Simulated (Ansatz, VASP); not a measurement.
This is a calculation of La for Ansatz 0.2.0.

The input input.yaml:

```yaml
crystal:
  lattice:
    - [-2.0804754144, 2.0804754144, 2.0804754144]
    - [2.0804754144, -2.0804754144, 2.0804754144]
    - [2.0804754144, 2.0804754144, -2.0804754144]
  atoms:
    - { symbol: La, position: [0.0, 0.0, 0.0] }
kpoints:
  mp_grid: { grid: [9, 9, 9] }
scf:
  occupations: { method: fermi_dirac, width: 0.05 }
hamiltonian:
  xc: pbe
  pseudopotentials: { kind: all_electron, lapw: { basis_error: 0.0005 } }
output:
  forces: true
  stress: true
  eigenvalues: true
```

Potentials or basis: all-electron LAPW, scalar-relativistic.

Command:

```console
$ ansatz run input.yaml --threads 2 --pin off --max-ram 5120MiB --backend cpu --events-out ev --progress --plain --runs-dir out
```

Task: Translate it to VASP 6.6.1. Potentials there: VASP PAW PBE potentials, release 64 (La).

Result: As run (the cutoff follows the program's own potentials):

File INCAR:

```
SYSTEM = La
ALGO = Fast
EDIFF = 1E-6
ENCUT = 520
GGA = PE
ISIF = 2
ISMEAR = -1
LASPH = .True.
LCHARG = .False.
LREAL = .False.
LWAVE = .False.
NBANDS = 12
NELM = 60
PREC = Accurate
SIGMA = 0.05
```

File KPOINTS:

```
k-points
0
Gamma
  9 9 9
  0 0 0
```

POSCAR

```
La
1.0
   -2.0804754144      2.0804754144      2.0804754144
    2.0804754144     -2.0804754144      2.0804754144
    2.0804754144      2.0804754144     -2.0804754144
La
1
Direct
    0.0000000000      0.0000000000      0.0000000000
```

Potentials or basis: VASP PAW PBE potentials, release 64 (La).

Launch:

```console
$ cat potpaw_PBE.64/La/POTCAR > POTCAR
$ mpirun -np 1 vasp_std > vasp.out
```

Both were run:

|  | VASP | Ansatz | Ansatz less VASP |
| --- | --- | --- | --- |
| gap on the k mesh at the Fermi level (eV) | none | none | - |
| pressure (GPa) | 1.1 | 1.1 | -0.01 |

A gap of «none» marks a metal or a gap that the smearing closes. Ansatz ran all-electron here, and VASP with PAW potentials.

Spin-orbit coupling is off throughout.
